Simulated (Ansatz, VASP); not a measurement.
# Hf in VASP and in Ansatz

Contents of POSCAR:

```
Hf
1.0
    0.0000000000      2.3088000000      2.0424000000
    2.3088000000      0.0000000000      2.0424000000
    2.3088000000      2.3088000000      0.0000000000
Hf
1
Direct
    0.0000000000      0.0000000000      0.0000000000
```

Contents of INCAR.step1:

```
SYSTEM = Hf
PREC = Accurate ; ENCUT = 520
ISMEAR = 0 ; SIGMA = 0.15
LREAL = .False. ; LASPH = .True.
NELM = 60 ; NBANDS = 11
GGA = PE ; ALGO = Normal
EDIFF = 1E-4 ; LWAVE = .True.
LCHARG = .False.
```

INCAR.step2

```
SYSTEM = Hf
PREC = Accurate ; ENCUT = 520
EDIFF = 1E-6 ; ISMEAR = 0
SIGMA = 0.15 ; LREAL = .False.
LASPH = .True. ; NELM = 60
ALGO = Normal ; ISIF = 2
LWAVE = .False. ; LCHARG = .False.
METAGGA = R2SCAN ; LMIXTAU = .True.
NBANDS = 11 ; ISTART = 1
```

The input KPOINTS:

```
regular mesh
0
Gamma
  18 18 18
  0 0 0
```

Input for Ansatz:

```yaml
crystal:
  lattice:
    - [0.0, 2.3088, 2.0424]
    - [2.3088, 0.0, 2.0424]
    - [2.3088, 2.3088, 0.0]
  atoms:
    - { symbol: Hf, position: [0.0, 0.0, 0.0] }
basis:
  ecutwfc: 500
kpoints:
  mp_grid: { grid: [18, 18, 18] }
hamiltonian:
  xc: r2scan
scf:
  occupations: { method: gaussian, width: 0.15 }
output:
  forces: true
  stress: true
  eigenvalues: true
```

Change from the starting cell: strain +0.040 along x and y, -0.080 along z, atoms carried along.

Alike in both runs: task single point; functional r2SCAN; k mesh 18 × 18 × 18; occupations gaussian, width 0.15 eV; no spin polarisation.

```csv
,VASP,Ansatz
version,VASP 6.6.1,Ansatz 0.2.0
potentials or method,"VASP PAW PBE potentials, release 64 (Hf_pv), cutoff 520 eV","scalar-relativistic, plane waves, PAW"
valence electrons in the cell,10,26
```

|  | VASP | Ansatz | Ansatz less VASP |
| --- | --- | --- | --- |
| gap on the k mesh at the Fermi level (eV) | none | none | - |
| pressure (GPa) | 2.6 | 3.1 | +0.49 |
| traceless stress, the component that is largest in VASP (GPa) | 3.37 | 3.34 | -0.032 |

VASP's potentials were made for PBE, not for r2SCAN. A gap of «none» marks a metal or a gap that the smearing closes. VASP's potentials hold 10 valence electrons a cell and Ansatz's 26, so a difference there can come from the potentials and not from the codes.

Neither program's run includes spin-orbit coupling.
